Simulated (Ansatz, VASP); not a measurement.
One calculation of C, two programs

File INCAR:

```
SYSTEM = C
ALGO = Normal
DIPOL = 0.5 0.5 0.352
EDIFF = 1E-6
ENCUT = 520
GGA = PE
IDIPOL = 3
ISIF = 2
ISMEAR = 0
IVDW = 12
LASPH = .True.
LCHARG = .False.
LDIPOL = .True.
LREAL = .False.
LWAVE = .False.
NBANDS = 16
NELM = 60
PREC = Accurate
SIGMA = 0.1
```

Contents of KPOINTS:

```
k-points
0
Gamma
  15 15 1
  0 0 0
```

The input POSCAR:

```
C
1.0
    2.4657005714      0.0000000000      0.0000000000
   -1.2328502857      2.1353593330      0.0000000000
    0.0000000000      0.0000000000     17.5000000000
C
4
Direct
    0.3333333333      0.6666666667      0.2571428571
    0.6666666667      0.3333333333      0.2571428571
    0.3333333333      1.1666666667      0.4462857143
    0.6666666667      0.8333333333      0.4462857143
```

Input for Ansatz:

```yaml
crystal:
  lattice:
    - [2.4657005714, 0.0, 0.0]
    - [-1.2328502857, 2.135359333, 0.0]
    - [0.0, 0.0, 17.5]
  atoms:
    - { symbol: C, position: [0.3333333333, 0.6666666667, 0.2571428571] }
    - { symbol: C, position: [0.6666666667, 0.3333333333, 0.2571428571] }
    - { symbol: C, position: [0.3333333333, 1.1666666667, 0.4462857143] }
    - { symbol: C, position: [0.6666666667, 0.8333333333, 0.4462857143] }
basis:
  ecutwfc: 420
kpoints:
  mp_grid: { grid: [15, 15, 1] }
hamiltonian:
  xc: pbe
  pseudopotentials: { kind: paw, azcp: { folder: soft_1 } }
  dispersion: d3bj
scf:
  occupations: { method: gaussian, width: 0.1 }
output:
  forces: true
  eigenvalues: true
efield:
  axis: 3
  dipole_correction: true
  ramp_width: 0.04
```

Alike in both runs: task single point; functional PBE; dispersion D3(BJ); k mesh 15 × 15 × 1; occupations gaussian, width 0.1 eV; no spin polarisation.

```csv
,VASP,Ansatz
version,VASP 6.6.1,Ansatz 0.2.0
potentials or method,"VASP PAW PBE potentials, release 64 (C), cutoff 520 eV","scalar-relativistic, plane waves, PAW"
valence electrons in the cell,16,16
```

```tsv
	VASP	Ansatz	Ansatz less VASP
gap on the k mesh at the Fermi level (eV)	0.24	0.24	0.000
least direct gap on the mesh (eV)	0.24	0.24	0.000
rms of the force components (eV/Å)	0.012	0.012	0.0000
```

Atom by atom the forces differ by 0.000 eV/Å (rms over components).
